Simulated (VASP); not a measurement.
# InAs (F-43m) in VASP: elastic constants with PBEsol

Aim: the elastic constants of InAs with PBEsol.

Program: VASP 6.6.1. These are calculated values, not measurements. Logs are shortened: lines on timing, memory, paths and dates and some standing lists are left out, and cuts for length are marked.

### Step 1. The cell of the first run

Symmetry: F-43m, No. 216, cubic system. Conventional cell: a = 5.963 Å, b = 5.963 Å, c = 5.963 Å, α = 90.00°, β = 90.00°, γ = 90.00°. In (site symmetry -43m) has 4 As at 2.58 Å within 3.4 Å. As (site symmetry -43m) has 4 In at 2.58 Å within 3.4 Å.

### Step 2. Elastic constants, PBEsol

INCAR

```
ALGO     = Normal         # electronic algorithm
EDIFF    = 1E-8           # SCF threshold, eV
ENCUT    = 600            # plane-wave cutoff, eV
GGA      = PS             # functional
IBRION   = 6              # ionic algorithm
ISIF     = 3              # what is computed and relaxed
ISMEAR   = -1             # smearing method
LASPH    = T              # aspherical terms in the spheres
LCHARG   = F              # write CHGCAR
LREAL    = F              # projectors in reciprocal space
LWAVE    = F              # write WAVECAR
NELM     = 80             # most SCF steps
NFREE    = 2            
NSW      = 1              # ionic steps
POTIM    = 0.015          # step
PREC     = Accurate       # precision mode
SIGMA    = 0.08           # smearing width, eV
```

KPOINTS

```
k-points
0
Gamma
  14 14 14
```

POSCAR

```
InAs
1.0
    0.0000000000      2.9815055826      2.9815055826
    2.9815055826      0.0000000000      2.9815055826
    2.9815055826      2.9815055826      0.0000000000
In As
1 1
Direct
    0.0000000000      0.0000000000      0.0000000000
    0.7500000000      0.7500000000      0.7500000000
```

Potentials or basis: VASP PAW PBE potentials, release 64 (In_d, As).

Run with:

```bash
$ cat potpaw_PBE.64/In_d/POTCAR potpaw_PBE.64/As/POTCAR > POTCAR
$ mpirun -np 1 vasp_std > vasp.out
```

OUTCAR:

```text
EDIFF = 1E-8
   ENCUT = 600
   GGA = PS
   IBRION = 6
   ISIF = 3
   ISMEAR = -1
   LASPH = T
   LREAL = F
   NELM = 80
   NFREE = 2
   NSW = 1
   POTIM = 0.015
   PREC = Accurate

 ion  position               nearest neighbor table
   1  0.000  0.000  0.000-   2 2.58   2 2.58   2 2.58   2 2.58
   2  0.750  0.750  0.750-   1 2.58   1 2.58   1 2.58   1 2.58

  LATTYP: Found a face centered cubic cell.
 ALAT       =     5.9630111652

  Lattice vectors:

 A1 = (   0.0000000000,   2.9815055826,   2.9815055826)
 A2 = (   2.9815055826,   0.0000000000,   2.9815055826)
 A3 = (   2.9815055826,   2.9815055826,   0.0000000000)

Analysis of symmetry for initial positions (statically):
=====================================================================
 Subroutine PRICEL returns:
 Original cell was already a primitive cell.

 Routine SETGRP: Setting up the symmetry group for a
 face centered cubic supercell.

 Subroutine GETGRP returns: Found 24 space group operations
 (whereof 24 operations were pure point group operations)
 out of a pool of 48 trial point group operations.

The static configuration has the point symmetry T_d .

Analysis of symmetry for dynamics (positions and initial velocities):
=====================================================================
 Subroutine PRICEL returns:
 Original cell was already a primitive cell.

 Routine SETGRP: Setting up the symmetry group for a
 face centered cubic supercell.

 Subroutine GETGRP returns: Found 24 space group operations
 (whereof 24 operations were pure point group operations)
 out of a pool of 48 trial point group operations.

The dynamic configuration has the point symmetry T_d .

 Subroutine INISYM returns: Found 24 space group operations
 (whereof 24 operations are pure point group operations),
 and found     1 'primitive' translations

----------------------------------------------------------------------------------------

                                     Primitive cell

  volume of cell :      53.0074

  direct lattice vectors                    reciprocal lattice vectors
     0.000000000  2.981505583  2.981505583    -0.167700508  0.167700508  0.167700508
     2.981505583  0.000000000  2.981505583     0.167700508 -0.167700508  0.167700508
     2.981505583  2.981505583  0.000000000     0.167700508  0.167700508 -0.167700508

  length of vectors
     4.216485631  4.216485631  4.216485631     0.290465800  0.290465800  0.290465800

  position of ions in fractional coordinates (direct lattice)
     0.000000000  0.000000000  0.000000000
     0.750000000  0.750000000  0.750000000

  ion indices of the primitive-cell ions
   primitive index   ion index
                 1           1
                 2           2

----------------------------------------------------------------------------------------

 KPOINTS: k-points

Automatic generation of k-mesh.
 Grid dimensions read from file:
 generate k-points for:   14   14   14

 Generating k-lattice:

  Cartesian coordinates                     Fractional coordinates (reciprocal lattice)
[... 111 lines left out ...]
------------------------ aborting loop because EDIFF is reached ----------------------------------------

  FORCE on cell =-STRESS in cart. coord.  units (eV):
  Direction    XX          YY          ZZ          XY          YZ          ZX
  --------------------------------------------------------------------------------------
  -------------------------------------------------------------------------------------
  Total        1.3643959      1.3643959      1.3643959      0.0000000     -0.0000000      0.0000000
  in kB       41.2395686     41.2395686     41.2395686      0.0000000     -0.0000000      0.0000000
  external PRESSURE =      41.2395686 kB  Pullay stress =       0.0000000 kB
[... 89 lines left out ...]
  FREE ENERGIE OF THE ION-ELECTRON SYSTEM (eV)
  ---------------------------------------------------
  free  energy   TOTEN  =        -8.4248428191 eV

  energy  without entropy=       -8.4245449606  energy(sigma->0) =       -8.42469389

[... ionic steps 4 to 14 ...]

--------------------------------------- Ionic step       15  -------------------------------------------

 number of electron      18.0000000 magnetization

------------------------ aborting loop because EDIFF is reached ----------------------------------------
[... 67 lines left out ...]
--------------------------------------- Ionic step       17  -------------------------------------------

 number of electron      17.9999999 magnetization

 Free energy of the ion-electron system (eV)
  ---------------------------------------------------
  ext. energy  EPLUGINS =         0.00000000
  ---------------------------------------------------
  free energy    TOTEN  =        -8.44795008 eV

  energy without entropy =       -8.44764477  energy(sigma->0) =       -8.44779743

 E-fermi :   5.0387     XC(G=0):  -9.4687

 val. band max:        4.8381532861   @ k =   0.0000   0.0000   0.0000
 cond. band min:       5.6000512428   @ k =   0.0000   0.0714   0.0000
 fundamental gap:      0.7618979567
 Fermi energy:         5.0386769956

 k-point     1 :       0.0000    0.0000    0.0000
  band No.  band energies     occupation
      1      -9.6236      2.00000
      2      -9.6202      2.00000
      3      -9.6159      2.00000
      4      -9.4730      2.00000
      5      -9.4729      2.00000
      6      -7.3644      2.00000
      7       4.7385      1.95413
      8       4.7780      1.92592
      9       4.8092      1.89254
     10       4.8382      1.84920
     11       8.6581      0.00000
     12       8.6789      0.00000
     13       8.7014      0.00000
[... 354 lines left out ...]
  band No.  band energies     occupation
      1      -9.7218      2.00000
      2      -9.5898      2.00000
      3      -9.5844      2.00000
      4      -9.4850      2.00000
      5      -9.4631      2.00000
      6      -6.5809      2.00000
      7       1.0225      2.00000
      8       3.4773      2.00000
      9       3.6011      2.00000
     10       7.1724      0.00000
     11       8.1424      0.00000
     12      10.1202      0.00000
     13      10.3766      0.00000

 [... further k-points ...]

------------------------ aborting loop because EDIFF is reached ----------------------------------------

  FORCE on cell =-STRESS in cart. coord.  units (eV):
  Direction    XX          YY          ZZ          XY          YZ          ZX
  --------------------------------------------------------------------------------------
  -------------------------------------------------------------------------------------
  Total        1.3641573      1.3670806      1.3670806      0.0000000     -0.1504473      0.0000000
  in kB       41.2323577     41.3207148     41.3207148      0.0000000     -4.5473473      0.0000000
  external PRESSURE =      41.2912624 kB  Pullay stress =       0.0000000 kB
[... 17 lines left out ...]
  FREE ENERGIE OF THE ION-ELECTRON SYSTEM (eV)
  ---------------------------------------------------
  free  energy   TOTEN  =        -8.4479500847 eV

  energy  without entropy=       -8.4476447700  energy(sigma->0) =       -8.44779743

 INTERNAL STRAIN TENSORS FROM STRAINED CELLS
 ============================================

 INTERNAL STRAIN TENSOR FOR ION    1 for displacements in x,y,z  (eV/Angst):
          X           Y           Z          XY          YZ          ZX
  --------------------------------------------------------------------------------
  x     0.00000    -0.00000    -0.00000     0.00000   -10.04044    -0.00000
  y    -0.00000     0.00000    -0.00000     0.00000     0.00000   -10.04034
  z    -0.00000    -0.00000    -0.00000   -10.04078    -0.00000    -0.00000

 INTERNAL STRAIN TENSORS FROM DISPLACED ATOMS
 ============================================

 INTERNAL STRAIN TENSOR FOR ION    1 for displacements in x,y,z  (eV/Angst):
          X           Y           Z          XY          YZ          ZX
  --------------------------------------------------------------------------------
  x    -0.00000    -0.00000    -0.00000     0.00000   -10.03666     0.00000
  y     0.00000    -0.00000     0.00000     0.00000     0.00000   -10.03666
  z    -0.00000    -0.00000    -0.00000   -10.03666     0.00000     0.00000

 INTERNAL STRAIN TENSOR FOR ION    2 for displacements in x,y,z  (eV/Angst):
          X           Y           Z          XY          YZ          ZX
  --------------------------------------------------------------------------------
  x     0.00000     0.00000     0.00000     0.00000    10.03034     0.00000
  y     0.00000     0.00000     0.00000     0.00000     0.00000    10.03034
  z     0.00000     0.00000     0.00000    10.03034     0.00000     0.00000

 Eigenvectors and eigenvalues of the dynamical matrix
 ----------------------------------------------------

   1 f  =    6.818467 THz    42.841689 2PiTHz  227.439564 cm-1    28.198899 meV
             X         Y         Z           dx          dy          dz
      0.000000  0.000000  0.000000    -0.628386   -0.000000   -0.000000
      4.472258  4.472258  4.472258     0.777901   -0.000000   -0.000000
[... 21 lines left out ...]
   6 f/i=    0.000049 THz     0.000310 2PiTHz    0.001647 cm-1     0.000204 meV
             X         Y         Z           dx          dy          dz
      0.000000  0.000000  0.000000     0.000914    0.406528    0.663223
      4.472258  4.472258  4.472258     0.000738    0.328392    0.535749

--------------------------------------------------------------------------------------------------------

 ELASTIC MODULI CONTR FROM IONIC RELAXATION (kBar)
 Direction    XX          YY          ZZ          XY          YZ          ZX
 --------------------------------------------------------------------------------
 XX          -0.0000     -0.0000     -0.0000     -0.0000     -0.0000      0.0000
 YY          -0.0000     -0.0000     -0.0000     -0.0000     -0.0000     -0.0000
 ZZ          -0.0000     -0.0000     -0.0000     -0.0000     -0.0000      0.0000
 XY          -0.0000     -0.0000     -0.0000   -352.8108      0.0000      0.0000
 YZ          -0.0000     -0.0000     -0.0000      0.0000   -352.8108      0.0000
 ZX           0.0000     -0.0000      0.0000      0.0000      0.0000   -352.8108
 --------------------------------------------------------------------------------

 TOTAL ELASTIC MODULI (kBar)
 Direction    XX          YY          ZZ          XY          YZ          ZX
 --------------------------------------------------------------------------------
 XX         921.4717    595.9028    595.9028     -0.0000     -0.0000     -0.0000
 YY         595.9028    921.4717    595.9028     -0.0000     -0.0000      0.0000
 ZZ         595.9028    595.9028    921.4717     -0.0000     -0.0000     -0.0000
 XY          -0.0000     -0.0000     -0.0000    364.6072      0.0000      0.0000
 YZ          -0.0000     -0.0000     -0.0000      0.0000    364.6072      0.0000
 ZX          -0.0000      0.0000     -0.0000      0.0000      0.0000    364.6072
 --------------------------------------------------------------------------------
```

It took 1.9 h on 1 thread of Oxide Virtual Turin-like, shared host; peak memory 1.1 GiB.

What came out:

- Elastic constants C11, C12, C44: 92, 60, 36 GPa
- Voigt bulk modulus: 70 GPa
- Highest phonon frequency at Γ, LO-TO splitting left out: 227 cm⁻¹

Phonon frequencies in cm⁻¹ (negative: imaginary):
| q point | frequencies |
| --- | --- |
| (0.000, 0.000, 0.000) | 0 0 0 227 227 227 |

Elastic tensor in Voigt notation (GPa, in the Cartesian axes of the cell as first typed):
```
92 60 60  0  0  0
60 92 60  0  0  0
60 60 92  0  0  0
 0  0  0 36  0  0
 0  0  0  0 36  0
 0  0  0  0  0 36
```

Clamped-ion elastic tensor (GPa):
```
92 60 60  0  0  0
60 92 60  0  0  0
60 60 92  0  0  0
 0  0  0 72  0  0
 0  0  0  0 72  0
 0  0  0  0  0 72
```

Caveat: the cell is under stress, which shifts elastic constants; the PAW data sets were made with another functional, which shifts forces and pressure a little; spin-orbit coupling is left out, which moves the levels of the heavy elements.
